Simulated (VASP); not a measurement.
# Cs in VASP: notebook

The runs below take Cs through electric field gradients, with LDA.

Program: VASP 6.6.1. These are calculated values, not measurements. Logs are shortened: lines on timing, memory, paths and dates and some standing lists are left out, and cuts for length are marked.

### 1 The cell of the first run

Symmetry: I4/mmm, No. 139, tetragonal system. The conventional cell has a = 6.045 Å, b = 6.045 Å, c = 5.985 Å, α = 90.00°, β = 90.00°, γ = 90.00°.

### 2 Electric field gradients, LDA (zz strain of -1 %)

The input, INCAR:

```
ALGO = Normal
EDIFF = 1E-8
ENCUT = 520
ISIF = 2
ISMEAR = -1
LASPH = True
LCHARG = False
LEFG = True
LREAL = False
LWAVE = False
NBANDS = 10
NELM = 60
PREC = Accurate
SIGMA = 0.05
```

The input, KPOINTS:

```
k-points
0
Gamma
  9 9 9
```

The input, POSCAR:

```
Cs
1.0
   -3.0225000000      3.0225000000      2.9922750000
    3.0225000000     -3.0225000000      2.9922750000
    3.0225000000      3.0225000000     -2.9922750000
Cs
1
Direct
    0.0000000000      0.0000000000      0.0000000000
```

Potentials or basis: VASP PAW LDA potentials, release 64 (Cs_sv).

Run with:

```bash
$ cat potpaw_LDA.64/Cs_sv/POTCAR > POTCAR
$ mpirun -np 1 vasp_std > vasp.out
```

OUTCAR:

```text
EDIFF = 1E-8
   ENCUT = 520
   ISIF = 2
   ISMEAR = -1
   LASPH = True
   LREAL = False
   NELM = 60
   PREC = Accurate

 ion  position               nearest neighbor table
   1  0.000  0.000  0.000-

  LATTYP: Found a body centered tetragonal cell.
 ALAT       =     6.0450000000
 C/A-ratio  =     0.9900000000

  Lattice vectors:

 A1 = (  -3.0225000000,   3.0225000000,   2.9922750000)
 A2 = (   3.0225000000,  -3.0225000000,   2.9922750000)
 A3 = (   3.0225000000,   3.0225000000,  -2.9922750000)

Analysis of symmetry for initial positions (statically):
=====================================================================
 Subroutine PRICEL returns:
 Original cell was already a primitive cell.

 Routine SETGRP: Setting up the symmetry group for a
 body centered tetragonal supercell.

 Subroutine GETGRP returns: Found 16 space group operations
 (whereof 16 operations were pure point group operations)
 out of a pool of 16 trial point group operations.

The static configuration has the point symmetry D_4h.

Analysis of symmetry for dynamics (positions and initial velocities):
=====================================================================
 Subroutine PRICEL returns:
 Original cell was already a primitive cell.

 Routine SETGRP: Setting up the symmetry group for a
 body centered tetragonal supercell.

 Subroutine GETGRP returns: Found 16 space group operations
 (whereof 16 operations were pure point group operations)
 out of a pool of 16 trial point group operations.

The dynamic configuration has the point symmetry D_4h.

 Subroutine INISYM returns: Found 16 space group operations
 (whereof 16 operations are pure point group operations),
 and found     1 'primitive' translations

----------------------------------------------------------------------------------------

                                     Primitive cell

  volume of cell :     109.3438

  direct lattice vectors                    reciprocal lattice vectors
    -3.022500000  3.022500000  2.992275000     0.000000000  0.165425972  0.167096941
     3.022500000 -3.022500000  2.992275000     0.165425972  0.000000000  0.167096941
     3.022500000  3.022500000 -2.992275000     0.165425972  0.165425972  0.000000000

  length of vectors
[... 115 lines left out ...]
   NGX = 19   NGY = 19   NGZ = 19

 number of electron       8.9999998 magnetization

 Free energy of the ion-electron system (eV)
  ---------------------------------------------------
  ext. energy  EPLUGINS =         0.00000000
  ---------------------------------------------------
  free energy    TOTEN  =        -0.98756551 eV

  energy without entropy =       -0.97748481  energy(sigma->0) =       -0.98252516

 E-fermi :   0.4124     XC(G=0):  -5.6749

 val. band max:        0.4094213156   @ k =  -0.2222   0.4444   0.1111
 cond. band min:       0.4267839201   @ k =  -0.2222  -0.3333   0.1111
 fundamental gap:      0.0173626045
 Fermi energy:         0.4124364015

 k-point     1 :       0.0000    0.0000    0.0000
  band No.  band energies     occupation
      1     -23.3832      2.00000
      2     -10.1097      2.00000
      3     -10.1097      2.00000
      4     -10.1096      2.00000
      5      -1.3241      2.00000
      6       2.8327      0.00000
      7       2.8759      0.00000
      8       2.8759      0.00000
      9       3.7618      0.00000
     10       3.8240      0.00000
[... 287 lines left out ...]
 k-point    24 :       0.4444    0.4444   -0.0000
  band No.  band energies     occupation
      1     -23.3743      2.00000
      2     -10.2708      2.00000
      3     -10.1702      2.00000
      4     -10.1166      2.00000
      5       0.5151      0.22732
      6       1.3711      0.00000
      7       1.9801      0.00000
      8       3.4685      0.00000
      9       4.2034      0.00000
     10       4.9221      0.00000

 [... further k-points ...]
[... 5 lines left out ...]
  --------------------------------------------------------------------------------------
  -------------------------------------------------------------------------------------
  Total       -0.1847378     -0.1847378     -0.1850745      0.0000000      0.0000000     -0.0000000
  in kB       -2.7069005     -2.7069005     -2.7118334      0.0000000      0.0000000     -0.0000000
  external PRESSURE =      -2.7085448 kB  Pullay stress =       0.0000000 kB

 VOLUME and BASIS-vectors are now :
 -----------------------------------------------------------------------------
  energy-cutoff  :      520.00
  volume of cell :      109.34
      direct lattice vectors                 reciprocal lattice vectors
    -3.022500000  3.022500000  2.992275000     0.000000000  0.165425972  0.167096941
     3.022500000 -3.022500000  2.992275000     0.165425972  0.000000000  0.167096941
     3.022500000  3.022500000 -2.992275000     0.165425972  0.165425972  0.000000000

 POSITION                                       TOTAL-FORCE (eV/Angst)
 -----------------------------------------------------------------------------------
      0.00000      0.00000      0.00000         0.000000      0.000000     -0.000000
 -----------------------------------------------------------------------------------
    total drift:                               -0.000000      0.000000     -0.000000

  FREE ENERGIE OF THE ION-ELECTRON SYSTEM (eV)
  ---------------------------------------------------
  free  energy   TOTEN  =        -0.9875655092 eV

  energy  without entropy=       -0.9774848098  energy(sigma->0) =       -0.98252516

 Electric field gradients (V/A^2)
---------------------------------------------------------------------
 ion       V_xx      V_yy      V_zz      V_xy      V_xz      V_yz
---------------------------------------------------------------------
   1      -0.041    -0.041     0.083    -0.000    -0.000    -0.000
---------------------------------------------------------------------

 Electric field gradients after diagonalization (V/A^2)
 (convention: |V_zz| > |V_xx| > |V_yy|)
----------------------------------------------------------------------
 ion       V_xx      V_yy      V_zz     asymmetry (V_yy - V_xx)/ V_zz
----------------------------------------------------------------------
   1      -0.042    -0.041     0.083       0.012
----------------------------------------------------------------------

           NMR quadrupolar parameters

 Cq : quadrupolar parameter    Cq=e*Q*V_zz/h
 eta: asymmetry parameters     (V_yy - V_xx)/ V_zz
 Q  : nuclear electric quadrupole moment in mb (millibarn)
----------------------------------------------------------------------
 ion       Cq(MHz)       eta       Q (mb)
----------------------------------------------------------------------
   1       0.000       0.012       1.000
----------------------------------------------------------------------
```

It took 26 s on 1 thread of Intel Xeon 6975P-C (Granite Rapids), shared host; peak memory 0.23 GiB.

Results:

| Property | Result |
| --- | --- |
| Free energy | -0.9876 eV |
| Pressure | -0.3 GPa |

Caveat: the cell differs from its parent crystal (zz strain of -1 %); without QUAD_EFG the Cq values of the log hold for a quadrupole moment of 1 mb, not for the nuclei; spin-orbit coupling is left out, which moves the levels of the heavy elements.

### 3 Electric field gradients, LDA

This run uses another cell than the first one, of 110.45 Å³/atom, 1.010 times its volume.

The input, INCAR:

```
PREC = Accurate ; ENCUT = 520
EDIFF = 1E-8 ; ISMEAR = -1
SIGMA = 0.05 ; LREAL = F
LASPH = T ; NELM = 80
ALGO = Normal ; ISIF = 2
LWAVE = F ; LCHARG = F
GGA = CA ; LEFG = T
NBANDS = 10
```

The input, KPOINTS:

```
Automatic mesh
0
Gamma
  9 9 9
```

The input, POSCAR:

```
Cs
1.0
   -3.0225000000      3.0225000000      3.0225000000
    3.0225000000     -3.0225000000      3.0225000000
    3.0225000000      3.0225000000     -3.0225000000
Cs
1
Direct
    0.0000000000      0.0000000000      0.0000000000
```

Potentials or basis: VASP PAW LDA potentials, release 64 (Cs_sv).

Run with:

```bash
$ cat potpaw_LDA.64/Cs_sv/POTCAR > POTCAR
$ mpirun -np 1 vasp_std > vasp.out
```

OUTCAR:

```text
PREC = Accurate
   ENCUT = 520
   EDIFF = 1E-8
   ISMEAR = -1
   LREAL = F
   LASPH = T
   NELM = 80
   ISIF = 2
   GGA = CA

 ion  position               nearest neighbor table
   1  0.000  0.000  0.000-

  LATTYP: Found a body centered cubic cell.
 ALAT       =     6.0450000000

  Lattice vectors:

 A1 = (  -3.0225000000,   3.0225000000,   3.0225000000)
 A2 = (   3.0225000000,  -3.0225000000,   3.0225000000)
 A3 = (   3.0225000000,   3.0225000000,  -3.0225000000)

Analysis of symmetry for initial positions (statically):
=====================================================================
 Subroutine PRICEL returns:
 Original cell was already a primitive cell.

 Routine SETGRP: Setting up the symmetry group for a
 body centered cubic supercell.
[... 492 lines left out ...]
  in kB       -2.8612131     -2.8612131     -2.8612131      0.0000000      0.0000000     -0.0000000
  external PRESSURE =      -2.8612131 kB  Pullay stress =       0.0000000 kB

 VOLUME and BASIS-vectors are now :
 -----------------------------------------------------------------------------
  energy-cutoff  :      520.00
  volume of cell :      110.45
      direct lattice vectors                 reciprocal lattice vectors
    -3.022500000  3.022500000  3.022500000     0.000000000  0.165425972  0.165425972
     3.022500000 -3.022500000  3.022500000     0.165425972  0.000000000  0.165425972
     3.022500000  3.022500000 -3.022500000     0.165425972  0.165425972  0.000000000

 POSITION                                       TOTAL-FORCE (eV/Angst)
 -----------------------------------------------------------------------------------
      0.00000      0.00000      0.00000        -0.000000     -0.000000      0.000000
 -----------------------------------------------------------------------------------
    total drift:                               -0.000000      0.000000     -0.000000

  FREE ENERGIE OF THE ION-ELECTRON SYSTEM (eV)
  ---------------------------------------------------
  free  energy   TOTEN  =        -0.9856928583 eV

  energy  without entropy=       -0.9756255059  energy(sigma->0) =       -0.98065918

 Electric field gradients (V/A^2)
---------------------------------------------------------------------
 ion       V_xx      V_yy      V_zz      V_xy      V_xz      V_yz
---------------------------------------------------------------------
   1       0.000    -0.000    -0.000    -0.000    -0.000    -0.000
---------------------------------------------------------------------

 Electric field gradients after diagonalization (V/A^2)
 (convention: |V_zz| > |V_xx| > |V_yy|)
----------------------------------------------------------------------
 ion       V_xx      V_yy      V_zz     asymmetry (V_yy - V_xx)/ V_zz
----------------------------------------------------------------------
   1       0.000     0.000    -0.001       0.000
----------------------------------------------------------------------

           NMR quadrupolar parameters

 Cq : quadrupolar parameter    Cq=e*Q*V_zz/h
 eta: asymmetry parameters     (V_yy - V_xx)/ V_zz
 Q  : nuclear electric quadrupole moment in mb (millibarn)
----------------------------------------------------------------------
 ion       Cq(MHz)       eta       Q (mb)
----------------------------------------------------------------------
   1      -0.000       0.000       1.000
----------------------------------------------------------------------
```

stdout:

```text
POSCAR found type information on POSCAR Cs
 POSCAR found :  1 types and       1 ions
 scaLAPACK will be used
 LDA part: xc-table for (Slater(with rela. corr.)+CA(PZ))
 , standard interpolation
 POSCAR, INCAR and KPOINTS ok, starting setup
 FFT: planning ... GRIDC
 FFT: planning ... GRID_SOFT
 FFT: planning ... GRID
 WAVECAR not read
 entering main loop
ion   1
```

Wall time 15 s (1 thread of Intel Xeon Platinum 8488C (Sapphire Rapids), shared host); peak memory 0.2 GiB.

Results:

```yaml
Free_energy: -0.9857 eV
Pressure: -0.3 GPa
```

Caveat: without QUAD_EFG the Cq values of the log hold for a quadrupole moment of 1 mb, not for the nuclei; spin-orbit coupling is left out, which moves the levels of the heavy elements.
